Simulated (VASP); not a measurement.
# Al in VASP: single point with PBE

Aim: the single point of Al with PBE.

Everything below comes from runs of VASP 6.6.1. Logs are shortened: lines on timing, memory, paths and dates and some standing lists are left out, and cuts for length are marked.

## 1. The cell of the first run

The cell holds a slab with vacuum, 6 atoms: a = 2.857 Å, b = 2.857 Å, c = 25.662 Å, α = 90.00°, β = 90.00°, γ = 120.00°.

## 2. Single point, PBE

INCAR

```
PREC = Accurate ; ENCUT = 400
EDIFF = 1E-6 ; ISMEAR = 1
SIGMA = 0.1 ; LREAL = F
LASPH = T ; NELM = 120
ALGO = Normal ; ISIF = 2
LWAVE = F ; LCHARG = F
GGA = PE ; NBANDS = 18
GGA_COMPAT = F ; NELMDL = -8
```

KPOINTS

```
regular mesh
0
Gamma
  3 3 1
```

POSCAR

```
Al
1.0
    2.8567110000      0.0000000000      0.0000000000
   -1.4283560000      2.4739850000      0.0000000000
    0.0000000000      0.0000000000     25.6624750000
Al
6
Direct
    0.0000000000      0.0000000000      0.2727720000
    0.3333330000      0.6666670000      0.3636630000
    0.6666670000      0.3333330000      0.4545540000
    0.0000000000      0.0000000000      0.5454460000
    0.3333330000      0.6666670000      0.6363370000
    0.6666670000      0.3333330000      0.7272280000
```

Potentials or basis: VASP PAW PBE potentials, release 64 (Al).

On the command line:

```bash
$ cat potpaw_PBE.64/Al/POTCAR > POTCAR
$ mpirun -np 1 vasp_std > vasp.out
```

OUTCAR:

```text
PREC = Accurate
   ENCUT = 400
   EDIFF = 1E-6
   ISMEAR = 1
   LREAL = F
   LASPH = T
   NELM = 120
   ISIF = 2
   GGA = PE
   NELMDL = -8

 ion  position               nearest neighbor table
   1  0.000  0.000  0.273-   2 2.86   2 2.86   2 2.86
   2  0.333  0.667  0.364-   3 2.86   1 2.86   3 2.86   1 2.86   1 2.86   3 2.86
   3  0.667  0.333  0.455-   2 2.86   2 2.86   2 2.86   4 2.86   4 2.86   4 2.86
   4  0.000  0.000  0.545-   5 2.86   5 2.86   5 2.86   3 2.86   3 2.86   3 2.86
   5  0.333  0.667  0.636-   6 2.86   4 2.86   6 2.86   4 2.86   4 2.86   6 2.86
   6  0.667  0.333  0.727-   5 2.86   5 2.86   5 2.86

  LATTYP: Found a hexagonal cell.
 ALAT       =     2.8567110000
 C/A-ratio  =     8.9832240643

  Lattice vectors:

 A1 = (   2.8567110000,   0.0000000000,   0.0000000000)
 A2 = (  -1.4283560000,   2.4739850000,   0.0000000000)
 A3 = (   0.0000000000,   0.0000000000,  25.6624750000)

Analysis of symmetry for initial positions (statically):
=====================================================================
 Subroutine PRICEL returns:
 Original cell was already a primitive cell.

 Routine SETGRP: Setting up the symmetry group for a
 hexagonal supercell.

 Subroutine GETGRP returns: Found 12 space group operations
 (whereof  6 operations were pure point group operations)
 out of a pool of 24 trial point group operations.

The static configuration has the point symmetry C_3v.
 The point group associated with its full space group is D_3d.

Analysis of symmetry for dynamics (positions and initial velocities):
=====================================================================
 Subroutine PRICEL returns:
 Original cell was already a primitive cell.

 Routine SETGRP: Setting up the symmetry group for a
 hexagonal supercell.

 Subroutine GETGRP returns: Found 12 space group operations
 (whereof  6 operations were pure point group operations)
 out of a pool of 24 trial point group operations.

The dynamic configuration has the point symmetry C_3v.
 The point group associated with its full space group is D_3d.

 Subroutine INISYM returns: Found 12 space group operations
 (whereof  6 operations are pure point group operations),
 and found     1 'primitive' translations

----------------------------------------------------------------------------------------

                                     Primitive cell
[... 79 lines left out ...]
   EDIFFG = 0.1E-04   stopping-criterion for IOM
   NSW    =      0    number of steps for IOM
   IBRION =     -1    ionic relax: 0-MD 1-quasi-New 2-CG
   NFREE  =      0    steps in history (QN), initial steepest desc. (CG)
   ISIF   =      2    stress and relaxation
   ISYM   =      2    0-nonsym 1-usesym 2-fastsym
   POTIM  = 0.5000    time-step for ionic-motion
   TEBEG  =    0.0;   TEEND  =   0.0 temperature during run
   PSTRESS=    0.0 pullay stress
   NELECT =      18.0000    total number of electrons
   NUPDOWN=      -1.0000    fix difference up-down
   EMIN   =  10.00;   EMAX   =-10.00  energy-range for DOS
   EFERMI =   0.00;   METHOD = LEGACY
   ISMEAR =     1;   SIGMA  =   0.10  broadening in eV -4-tet -1-fermi 0-gaus
   EFERMI_NEDOS =   21; number of points for ismear=-14 and -15
   IALGO  =     38    algorithm
   IMIX   =      4    mixing-type and parameters
     AMIX     =   0.40;   BMIX     =  1.00
     AMIX_MAG =   1.60;   BMIX_MAG =  1.00
  volume/ion in A,a.u.               =      30.23       203.99
  Fermi-wavevector in a.u.,A,eV,Ry     =   0.757958  1.432333  7.816548  0.574500
  Thomas-Fermi vector in A             =   1.856421
   LORBIT       =      0    0 simple, 1 ext, 2 COOP (PROOUT), +10 PAW based schemes
   GGA     = PE    functional components
   LHFCALC =     F    Hartree Fock is set to
   AEXX    =    0.0000 exact exchange contribution
   IVDW    =     0    specifies the selected vdW correction
   LEPSILON=     F    determine dielectric tensor
   LRPA    =     F    only Hartree local field effects (RPA)
 non-spin polarized calculation
 Methfessel and Paxton  Order N= 1 SIGMA  =   0.10
  energy-cutoff  :      400.00
  volume of cell :      181.37
 maximum number of plane-waves:      3311
 NGX is ok and might be reduce to    18
   NGX =  9   NGY =  9   NGZ = 83

 number of electron      18.0000000 magnetization

 Free energy of the ion-electron system (eV)
  ---------------------------------------------------
  ext. energy  EPLUGINS =         0.00000000
  ---------------------------------------------------
  free energy    TOTEN  =       -20.70954602 eV

  energy without entropy =      -20.69993008  energy(sigma->0) =      -20.70634071

 E-fermi :   2.5898     XC(G=0):  -6.2707

 val. band max:        2.1994441578   @ k =   0.3333   0.0000   0.0000
 cond. band min:       2.6334290300   @ k =   0.3333   0.0000   0.0000
 fundamental gap:      0.4339848722
 Fermi energy:         2.5897663024

 k-point     1 :       0.0000    0.0000    0.0000
  band No.  band energies     occupation
      1      -8.1312      2.00000
      2      -7.7385      2.00000
      3      -6.9472      2.00000
      4      -5.8100      2.00000
      5      -4.4694      2.00000
      6      -2.7769      2.00000
[... 40 lines left out ...]
      5       0.0209      2.00000
      6       0.1033      2.00000
[... 10 lines left out ...]
     17       5.0755      0.00000
     18       5.2029      0.00000

------------------------ aborting loop because EDIFF is reached ----------------------------------------

  FORCE on cell =-STRESS in cart. coord.  units (eV):
  Direction    XX          YY          ZZ          XY          YZ          ZX
  --------------------------------------------------------------------------------------
  -------------------------------------------------------------------------------------
  Total        1.1563836      1.1563842     -6.9398046     -0.0000002      0.0000000     -0.0000000
  in kB       10.2152872     10.2152931    -61.3050030     -0.0000021      0.0000000     -0.0000000
  external PRESSURE =     -13.6248076 kB  Pullay stress =       0.0000000 kB

 VOLUME and BASIS-vectors are now :
 -----------------------------------------------------------------------------
  energy-cutoff  :      400.00
  volume of cell :      181.37
      direct lattice vectors                 reciprocal lattice vectors
     2.856711000  0.000000000  0.000000000     0.350052910  0.202103155  0.000000000
    -1.428356000  2.473985000  0.000000000     0.000000000  0.404206169  0.000000000
     0.000000000  0.000000000 25.662475000     0.000000000  0.000000000  0.038967403

 POSITION                                       TOTAL-FORCE (eV/Angst)
 -----------------------------------------------------------------------------------
      0.00000      0.00000      7.00000         0.000000     -0.000000      0.366194
     -0.00000      1.64932      9.33249        -0.000000     -0.000000      0.433142
      1.42836      0.82466     11.66498         0.000000     -0.000000     -0.161650
      0.00000      0.00000     13.99749        -0.000000      0.000000      0.161650
     -0.00000      1.64932     16.32998         0.000000      0.000000     -0.433142
      1.42836      0.82466     18.66247        -0.000000      0.000000     -0.366194
 -----------------------------------------------------------------------------------
    total drift:                                0.000004     -0.000002     -0.000031

  FREE ENERGIE OF THE ION-ELECTRON SYSTEM (eV)
  ---------------------------------------------------
  free  energy   TOTEN  =       -20.7095460246 eV

  energy  without entropy=      -20.6999300834  energy(sigma->0) =      -20.70634071
```

stdout:

```text
POSCAR found type information on POSCAR Al
 POSCAR found :  1 types and       6 ions
 scaLAPACK will be used
 LDA part: xc-table for (Slater+PW92), standard interpolation
 POSCAR, INCAR and KPOINTS ok, starting setup
 FFT: planning ... GRIDC
 FFT: planning ... GRID_SOFT
 FFT: planning ... GRID
 WAVECAR not read
 entering main loop
```

It took 13 s on 1 thread of AMD EPYC 9R45 (Zen 5), shared host; peak memory 0.19 GiB.

Results:

```
Free energy            : -20.7095 eV
Largest force          : 0.433 eV/Å
Band gap on the k mesh : zero (band 9 reaches 3.09 eV, above the bottom of band 10 at 1.44 eV)
```

Forces in eV/Å, atoms in the order of the input:
```
Al   0.000  0.000  0.366
Al   0.000  0.000  0.433
Al   0.000  0.000 -0.162
Al   0.000  0.000  0.162
Al   0.000  0.000 -0.433
Al   0.000  0.000 -0.366
```

Levels at points of the mesh, in eV from the Fermi level:
| k point | band 4 | band 5 | band 6 | band 7 | band 8 | band 9 | band 10 | band 11 | band 12 | band 13 |
| --- | --- | --- | --- | --- | --- | --- | --- | --- | --- | --- |
| (0.00, 0.00, 0.00) | -8.40 | -7.06 | -5.37 | -3.63 | -1.57 | 0.50 | 2.34 | 3.33 | 4.39 | 4.60 |

Caveat: the k points lie up to 0.85 Å⁻¹ apart.
